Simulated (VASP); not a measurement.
# H6C2O in VASP: notebook

Runs on H6C2O. Level: PBE+D3(BJ). Tasks: single point.

Program: VASP 6.6.1. These are calculated values, not measurements. Logs are shortened: lines on timing, memory, paths and dates and some standing lists are left out, and cuts for length are marked.

## Step 1: The cell of the first run

The cell holds an amorphous packing of atoms, 36 atoms: a = 7.960 Å, b = 7.960 Å, c = 7.960 Å, α = 90.00°, β = 90.00°, γ = 90.00°.

## Step 2: Single point, PBE+D3(BJ)

INCAR

```
SYSTEM = H6C2O
ALGO = Normal
EDIFF = 1E-6
ENCUT = 520
GGA = PE
ISIF = 2
ISMEAR = -1
IVDW = 12
LASPH = .True.
LCHARG = .False.
LREAL = Auto
LWAVE = .False.
NBANDS = 64
NELM = 100
PREC = Accurate
SIGMA = 0.02
```

KPOINTS

```
k-points
0
Gamma
  1 1 1
  0 0 0
```

POSCAR

```
H6C2O
1.0
    7.9602190000      0.0000000000      0.0000000000
    0.0000000000      7.9602190000      0.0000000000
    0.0000000000      0.0000000000      7.9602190000
C O H
8 4 24
Direct
    0.8842321039      0.0006547847      0.4551202022
    0.9263849173      0.0037267240      0.6404494011
    0.5540656886      0.5647517420      0.1045335378
    0.7178391352      0.5029308390      0.1813346487
    0.2534021704      0.1368949343     -0.0308961791
    0.1227194538      0.2121757127      0.0855434751
    0.2753866545      0.6131000696      0.5663173718
    0.1291691387      0.5264454995      0.6547888723
    0.8643465808      0.1583159118      0.7112934708
    0.7126774651      0.3226275528      0.2089235024
   -0.0411138601      0.1546030466      0.0365594213
    0.0964026939      0.3721950008      0.5704398941
    0.8956724391      0.1576271405      0.8327287272
    0.8691446609     -0.1047823755      0.7065499211
    1.0640883735     -0.0041931900      0.6576298467
    0.9382493907     -0.1106822598      0.3929924153
    0.7472814453     -0.0005970652      0.4352484643
    0.9379252570      0.1124993074      0.3936155661
    0.7105923096      0.3031033657      0.3292702731
    0.8238212746      0.5278894856      0.0958658998
    0.7446610346      0.5667586500      0.3009689622
    0.5645595913      0.6993239081      0.0740334625
    0.5261807665      0.4957622801     -0.0118719060
    0.4482050169      0.5479734322      0.1917774529
   -0.1277746276      0.2127132890      0.1053152339
    0.1475407008      0.1748078190      0.2166825374
    0.1281379217      0.3507142184      0.0806596861
    0.3799097961      0.1742076263      0.0096578794
    0.2464321434     -0.0010826439     -0.0287512239
    0.2352471448      0.1799371997     -0.1608563308
    0.0036318993      0.3116430229      0.6275431375
    0.1616507426      0.5045130666      0.7889296844
    0.0172514714      0.6094044407      0.6532407449
    0.3040247709      0.7353295841      0.6249750532
    0.3881749470      0.5333329748      0.5722315835
    0.2446310876      0.6343631059      0.4328674108
```

Potentials or basis: VASP PAW PBE potentials, release 64 (C, O, H).

Launch:

```bash
$ cat potpaw_PBE.64/C/POTCAR potpaw_PBE.64/O/POTCAR potpaw_PBE.64/H/POTCAR > POTCAR
$ mpirun -np 1 vasp_gam > vasp.out
```

OUTCAR:

```text
SYSTEM = H6C2O
   EDIFF = 1E-6
   ENCUT = 520
   GGA = PE
   ISIF = 2
   ISMEAR = -1
   IVDW = 12
   LASPH = .True.
   LREAL = Auto
   NELM = 100
   PREC = Accurate
 IVDW          = 12

 ion  position               nearest neighbor table
   1  0.884  0.001  0.455-  17 1.10  16 1.10  18 1.10   2 1.51
   2  0.926  0.004  0.640-  15 1.11  14 1.11   9 1.44   1 1.51
   3  0.554  0.565  0.105-  23 1.10  24 1.10  22 1.10   4 1.52
   4  0.718  0.503  0.181-  21 1.10  20 1.10  10 1.45   3 1.52
   5  0.253  0.137  0.969-  28 1.10  30 1.10  29 1.10   6 1.52
   6  0.123  0.212  0.086-  26 1.10  27 1.10  11 1.44   5 1.52
   7  0.275  0.613  0.566-  35 1.10  34 1.10  36 1.10   8 1.53
   8  0.129  0.526  0.655-  33 1.11  32 1.11  12 1.42   7 1.53
   9  0.864  0.158  0.711-  13 1.00   2 1.44
  10  0.713  0.323  0.209-  19 0.97   4 1.45
  11  0.959  0.155  0.037-  25 0.99   6 1.44
  12  0.096  0.372  0.570-  31 0.99   8 1.42
  13  0.896  0.158  0.833-   9 1.00
  14  0.869  0.895  0.707-   2 1.11
  15  0.064  0.996  0.658-   2 1.11
  16  0.938  0.889  0.393-   1 1.10
  17  0.747  0.999  0.435-   1 1.10
  18  0.938  0.112  0.394-   1 1.10
[... 16 lines left out ...]
  35  0.388  0.533  0.572-   7 1.10
  36  0.245  0.634  0.433-   7 1.10

  LATTYP: Found a simple cubic cell.
 ALAT       =     7.9602190000

  Lattice vectors:

 A1 = (   7.9602190000,   0.0000000000,   0.0000000000)
 A2 = (   0.0000000000,   7.9602190000,   0.0000000000)
 A3 = (   0.0000000000,   0.0000000000,   7.9602190000)

Analysis of symmetry for initial positions (statically):
=====================================================================
 Subroutine PRICEL returns:
 Original cell was already a primitive cell.

 Routine SETGRP: Setting up the symmetry group for a
 simple cubic supercell.

 Subroutine GETGRP returns: Found  1 space group operations
 (whereof  1 operations were pure point group operations)
 out of a pool of 48 trial point group operations.

The static configuration has the point symmetry C_1 .

Analysis of symmetry for dynamics (positions and initial velocities):
=====================================================================
 Subroutine PRICEL returns:
 Original cell was already a primitive cell.

 Routine SETGRP: Setting up the symmetry group for a
 simple cubic supercell.

 Subroutine GETGRP returns: Found  1 space group operations
 (whereof  1 operations were pure point group operations)
 out of a pool of 48 trial point group operations.

The dynamic configuration has the point symmetry C_1 .

 Subroutine INISYM returns: Found  1 space group operations
 (whereof  1 operations are pure point group operations),
 and found     1 'primitive' translations

----------------------------------------------------------------------------------------

                                     Primitive cell

  volume of cell :     504.4000

  direct lattice vectors                    reciprocal lattice vectors
     7.960219000  0.000000000  0.000000000     0.125624684  0.000000000  0.000000000
     0.000000000  7.960219000  0.000000000     0.000000000  0.125624684  0.000000000
     0.000000000  0.000000000  7.960219000     0.000000000  0.000000000  0.125624684

  length of vectors
     7.960219000  7.960219000  7.960219000     0.125624684  0.125624684  0.125624684

  position of ions in fractional coordinates (direct lattice)
     0.884232104  0.000654785  0.455120202
     0.926384917  0.003726724  0.640449401
     0.554065689  0.564751742  0.104533538
     0.717839135  0.502930839  0.181334649
     0.253402170  0.136894934  0.969103821
     0.122719454  0.212175713  0.085543475
[... 28 lines left out ...]
     0.388174947  0.533332975  0.572231583
     0.244631088  0.634363106  0.432867411

  ion indices of the primitive-cell ions
   primitive index   ion index
                 1           1
                 2           2
                 3           3
                 4           4
                 5           5
                 6           6
[... 28 lines left out ...]
                35          35
                36          36

----------------------------------------------------------------------------------------

 KPOINTS: k-points

Automatic generation of k-mesh.
 Grid dimensions read from file:
 generate k-points for:    1    1    1

 Generating k-lattice:

  Cartesian coordinates                     Fractional coordinates (reciprocal lattice)
     0.125624684  0.000000000  0.000000000     1.000000000  0.000000000  0.000000000
     0.000000000  0.125624684  0.000000000     0.000000000  1.000000000  0.000000000
     0.000000000  0.000000000  0.125624684     0.000000000  0.000000000  1.000000000

  Length of vectors
     0.125624684  0.125624684  0.125624684

  Shift w.r.t. Gamma in fractional coordinates (k-lattice)
     0.000000000  0.000000000  0.000000000

 Subroutine IBZKPT returns following result:
 ===========================================

 Found      1 irreducible k-points:

 Following reciprocal coordinates:
            Coordinates               Weight
  0.000000  0.000000  0.000000      1.000000
   k-points           NKPTS =      1   k-points in BZ     NKDIM =      1   number of bands    NBANDS=     64
   number of dos      NEDOS =    301   number of ions     NIONS =     36
   total plane-waves  NPLWV = 216000
   dimension x,y,z NGX =    60 NGY =   60 NGZ =   60
   dimension x,y,z NGXF=   120 NGYF=  120 NGZF=  120
   ions per type =               8   4  24
   NGX,Y,Z   is equivalent  to a cutoff of  12.53, 12.53, 12.53 a.u.
   NGXF,Y,Z  is equivalent  to a cutoff of  25.06, 25.06, 25.06 a.u.
 SYSTEM =  H6C2O
   PREC   = accura    normal or accurate (medium, high low for compatibility)
   ISTART =      0    job   : 0-new  1-cont  2-samecut
   ICHARG =      2    charge: 1-file 2-atom 10-const
   ISPIN  =      1    spin polarized calculation?
   LNONCOLLINEAR =      F non collinear calculations
   LSORBIT =      F    spin-orbit coupling
   LASPH  =      T    aspherical Exc in radial PAW
   ENCUT  =  520.0 eV  38.22 Ry    6.18 a.u.  14.80 14.80 14.80*2*pi/ulx,y,z
   NELM   =    100;   NELMIN=  2; NELMDL= -5     # of ELM steps
   EDIFF  = 0.1E-05   stopping-criterion for ELM
   LREAL  =      T    real-space projection
   EDIFFG = 0.1E-04   stopping-criterion for IOM
   NSW    =      0    number of steps for IOM
   IBRION =     -1    ionic relax: 0-MD 1-quasi-New 2-CG
   NFREE  =      0    steps in history (QN), initial steepest desc. (CG)
   ISIF   =      2    stress and relaxation
   ISYM   =      2    0-nonsym 1-usesym 2-fastsym
   POTIM  = 0.5000    time-step for ionic-motion
   TEBEG  =    0.0;   TEEND  =   0.0 temperature during run
   PSTRESS=    0.0 pullay stress
   NELECT =      80.0000    total number of electrons
   NUPDOWN=      -1.0000    fix difference up-down
   EMIN   =  10.00;   EMAX   =-10.00  energy-range for DOS
   EFERMI =   0.00;   METHOD = LEGACY
   ISMEAR =    -1;   SIGMA  =   0.02  broadening in eV -4-tet -1-fermi 0-gaus
   EFERMI_NEDOS =   21; number of points for ismear=-14 and -15
   IALGO  =     38    algorithm
   IMIX   =      4    mixing-type and parameters
     AMIX     =   0.40;   BMIX     =  1.00
     AMIX_MAG =   1.60;   BMIX_MAG =  1.00
  volume/ion in A,a.u.               =      14.01        94.55
  Fermi-wavevector in a.u.,A,eV,Ry     =   0.886162  1.674603 10.684426  0.785283
  Thomas-Fermi vector in A             =   2.007292
   LORBIT       =      0    0 simple, 1 ext, 2 COOP (PROOUT), +10 PAW based schemes
   GGA     = PE    functional components
   LHFCALC =     F    Hartree Fock is set to
   AEXX    =    0.0000 exact exchange contribution
   IVDW    =    12    specifies the selected vdW correction
   LEPSILON=     F    determine dielectric tensor
   LRPA    =     F    only Hartree local field effects (RPA)
 non-spin polarized calculation
  energy-cutoff  :      520.00
  volume of cell :      504.40
 maximum number of plane-waves:      6807
 NGX is ok and might be reduce to    60
   NGX = 29   NGY = 29   NGZ = 29

 number of electron      80.0000013 magnetization

 Free energy of the ion-electron system (eV)
  ---------------------------------------------------
  ext. energy  EPLUGINS =         0.00000000
  ---------------------------------------------------
  free energy    TOTEN  =      -188.57765545 eV

  energy without entropy =     -188.57765545  energy(sigma->0) =     -188.57765545

 E-fermi :  -2.9075     XC(G=0):  -5.4792

 val. band max:       -3.4254044459   @ k =   0.0000   0.0000   0.0000
 cond. band min:       0.9822620032   @ k =   0.0000   0.0000   0.0000
 fundamental gap:      4.4076664491
 Fermi energy:        -2.9074950909

 k-point     1 :       0.0000    0.0000    0.0000
  band No.  band energies     occupation
      1     -23.6848      2.00000
      2     -23.0476      2.00000
      3     -22.7064      2.00000
      4     -22.3547      2.00000
      5     -16.4509      2.00000
      6     -16.1337      2.00000
[... 44 lines left out ...]
     51       4.1219      0.00000
     52       4.2248      0.00000
 [bands above 52 left out]

------------------------ aborting loop because EDIFF is reached ----------------------------------------

 Edisp (eV)   -1.06193

 E8    (eV) :    -0.2371

  FORCE on cell =-STRESS in cart. coord.  units (eV):
  Direction    XX          YY          ZZ          XY          YZ          ZX
  --------------------------------------------------------------------------------------
  -------------------------------------------------------------------------------------
  Total      -1.80698    -1.50969    -1.35475     0.05758    -0.10063    -0.03310
  in kB      -5.73969    -4.79539    -4.30324     0.18291    -0.31964    -0.10515
  external pressure =       -4.95 kB  Pullay stress =        0.00 kB

 VOLUME and BASIS-vectors are now :
 -----------------------------------------------------------------------------
  energy-cutoff  :      520.00
  volume of cell :      504.40
      direct lattice vectors                 reciprocal lattice vectors
     7.960219000  0.000000000  0.000000000     0.125624684  0.000000000  0.000000000
     0.000000000  7.960219000  0.000000000     0.000000000  0.125624684  0.000000000
     0.000000000  0.000000000  7.960219000     0.000000000  0.000000000  0.125624684

 POSITION                                       TOTAL-FORCE (eV/Angst)
 -----------------------------------------------------------------------------------
      7.03868      0.00521      3.62286         0.036532     -0.009373     -0.093678
      7.37423      0.02967      5.09812        -0.014685     -0.075289      0.041939
      4.41048      4.49555      0.83211         0.040191      0.027966      0.032637
      5.71416      4.00344      1.44346        -0.097071      0.066040     -0.107675
      2.01714      1.08971      7.71428         0.017211      0.016645      0.028384
      0.97687      1.68897      0.68094         0.124014      0.008841      0.009774
[... 28 lines left out ...]
      3.08996      4.24545      4.55509        -0.008057      0.035635     -0.000407
      1.94732      5.04967      3.44572         0.015274      0.003583      0.118940
 -----------------------------------------------------------------------------------
    total drift:                                0.008775     -0.010384      0.015360

  FREE ENERGIE OF THE ION-ELECTRON SYSTEM (eV)
  ---------------------------------------------------
  free  energy   TOTEN  =      -189.6395900038 eV

  energy  without entropy=     -189.6395900038  energy(sigma->0) =     -189.63959000
```

Run time: 41 s. Hardware: 1 thread of AMD EPYC 9R45 (Zen 5), shared host; peak memory 0.4 GiB.

What came out:

```yaml
Free_energy: -189.6396 eV
Pressure: -0.5 GPa
Largest_force: 0.211 eV/Å
Band_gap_on_the_k_mesh: 4.41 eV
Dispersion_energy_per_atom: -0.029 eV
```

Forces on the atoms (eV/Å):
```
C    0.037 -0.009 -0.094
C   -0.015 -0.075  0.042
C    0.040  0.028  0.033
C   -0.097  0.066 -0.108
C    0.017  0.017  0.028
C    0.124  0.009  0.010
C   -0.109  0.033  0.027
C    0.143  0.095  0.019
O    0.047 -0.048 -0.074
O    0.057  0.062  0.047
O   -0.205  0.042 -0.019
O   -0.019  0.027 -0.077
H    0.008  0.049  0.086
H    0.055  0.098 -0.050
H   -0.062 -0.018  0.010
H   -0.055  0.067  0.075
H    0.056  0.007 -0.003
H   -0.066 -0.119  0.019
H    0.002 -0.127  0.049
H   -0.017 -0.001  0.012
H    0.012  0.021 -0.015
H   -0.025 -0.045  0.002
H    0.017  0.021  0.018
H    0.044 -0.011 -0.024
H    0.048 -0.071 -0.012
H    0.009  0.026  0.021
H    0.009  0.021  0.002
H    0.008  0.002 -0.002
H   -0.005  0.002 -0.002
H    0.000 -0.002 -0.022
H   -0.024 -0.079  0.044
H   -0.022  0.010 -0.108
H    0.005 -0.017 -0.007
H   -0.025 -0.119 -0.044
H   -0.008  0.036  0.000
H    0.015  0.004  0.119
```

Caveat: the k points lie up to 0.79 Å⁻¹ apart.

## Step 3: Single point, PBE+D3(BJ)

INCAR

```
PREC     = Accurate       # precision mode
ENCUT    = 520            # plane-wave cutoff, eV
EDIFF    = 1E-6           # SCF threshold, eV
ISMEAR   = -1             # smearing method
SIGMA    = 0.02           # smearing width, eV
LREAL    = Auto         
LASPH    = T              # aspherical terms in the spheres
NELM     = 80             # most SCF steps
ALGO     = Normal         # electronic algorithm
ISIF     = 2              # what is computed and relaxed
LWAVE    = F              # write WAVECAR
LCHARG   = T              # write CHGCAR
GGA      = PE             # functional
IVDW     = 12             # dispersion correction
LELF     = T              # ELF
LVHAR    = T            
NBANDS   = 64             # bands
```

KPOINTS

```
Automatic mesh
0
Gamma
  1 1 1
```

POSCAR

```
H6C2O
1.0
    7.9602190000      0.0000000000      0.0000000000
    0.0000000000      7.9602190000      0.0000000000
    0.0000000000      0.0000000000      7.9602190000
C O H
8 4 24
Direct
    0.8862947112     -0.0351874741      0.4632033365
    0.9110804615      0.0120348448      0.6428843227
    0.5280633611      0.5825342242      0.1315290446
    0.6959481894      0.5160159538      0.2092655994
    0.2440385120      0.1324084174     -0.0907135846
    0.1249463112      0.1925449539      0.0403255237
    0.2749044970      0.5983001221      0.5339928462
    0.1724575668      0.5036670474      0.6741774316
    0.8492354293      0.1687767636      0.6927950098
    0.7243016806      0.3434578873      0.1942031997
   -0.0579632294      0.1676587039      0.0039823025
    0.1193811376      0.3547264215      0.5943806320
    0.8801391017      0.1727088162      0.8124148343
    0.8815084108     -0.0938165143      0.7342888431
    1.0502977368      0.0304765484      0.6504594911
    0.9631644557     -0.1534631145      0.4455028185
    0.7555068523     -0.0684277656      0.4377015255
    0.9532777930      0.0522473063      0.3809317306
    0.6255104288      0.3001801835      0.2616762177
    0.7994378044      0.5707129414      0.1362525328
    0.6931844463      0.5618564012      0.3446513218
    0.5306889170      0.7354194652      0.1362148453
    0.5280005487      0.5523968624     -0.0086429783
    0.4159307677      0.5039559841      0.1807111086
   -0.1216926318      0.2150066474      0.0938165143
    0.1565409193      0.1355615970      0.1629226533
    0.1594930994      0.3346390344      0.0564306083
    0.3752158075      0.1609880331     -0.0722844434
    0.2363502813     -0.0067460456     -0.0998339367
    0.2054591714      0.1792915496     -0.2133107142
    0.0111931594      0.2969390666      0.6394798937
    0.2470660669      0.4923859507      0.7982569324
    0.0609782218      0.5922575748      0.7247162421
    0.3226167521      0.7286231698      0.5444699449
    0.3768614909      0.5176993246      0.4859790918
    0.1772564298      0.5892300199      0.4291087971
```

Potentials or basis: VASP PAW PBE potentials, release 64 (C, O, H).

Launch:

```bash
$ cat potpaw_PBE.64/C/POTCAR potpaw_PBE.64/O/POTCAR potpaw_PBE.64/H/POTCAR > POTCAR
$ mpirun -np 1 vasp_gam > vasp.out
```

It took 41 s on 1 thread of AMD EPYC 9R45 (Zen 5), shared host; peak memory 0.4 GiB.

The run converged. Its results:

```
Free energy                : -187.5357 eV
Pressure                   : -1.9 GPa
Largest force              : 3.148 eV/Å
Band gap on the k mesh     : 4.22 eV
Dispersion energy per atom : -0.030 eV
```

Forces in eV/Å, atoms in the order of the input:
```
C    0.605 -1.483  0.041
C    2.476 -1.031  0.502
C    0.230  0.282 -1.319
C   -0.455  2.480 -0.096
C   -1.093 -1.907 -0.958
C    0.025  2.256  1.308
C   -1.579 -0.898 -0.980
C   -0.346  2.333  1.335
O   -1.163  0.743 -0.540
O   -2.299 -1.385  1.514
O    2.931 -0.692 -0.916
O   -0.834 -0.635  0.574
H   -0.181  0.387  0.851
H   -0.213  0.748 -0.604
H   -0.147 -0.725  0.208
H   -0.640  0.469  0.138
H   -0.133  0.367 -0.614
H   -0.710  0.402 -0.291
H    1.441 -0.396 -0.873
H    0.111  0.451  0.398
H    0.550 -0.471 -0.779
H   -0.627 -2.813  0.398
H    0.074  0.254  0.960
H    0.908  1.585 -0.096
H   -0.765  0.774  0.963
H   -0.344 -0.066 -0.028
H   -1.015 -1.341 -0.054
H    0.411  0.481  0.460
H    0.083  0.169 -0.032
H    0.228  0.241 -0.288
H    0.924  1.006 -0.286
H   -0.315 -0.584 -1.197
H    1.212 -1.249 -1.121
H   -0.390 -0.366  0.537
H    0.078  0.013  0.381
H    0.959  0.600  0.502
```

Stress tensor (GPa, compression positive):
```
-3.36 -1.30  0.74
-1.30 -1.85  0.38
 0.74  0.38 -0.40
```

Levels at points of the mesh, in eV from the valence-band top:
```csv
k point,band 38,band 39,band 40,band 41,band 42,band 43
"(0.00, 0.00, 0.00)",-0.81,-0.17,0.00,4.22,5.39,5.91
```

Caveat: the k points lie up to 0.79 Å⁻¹ apart.
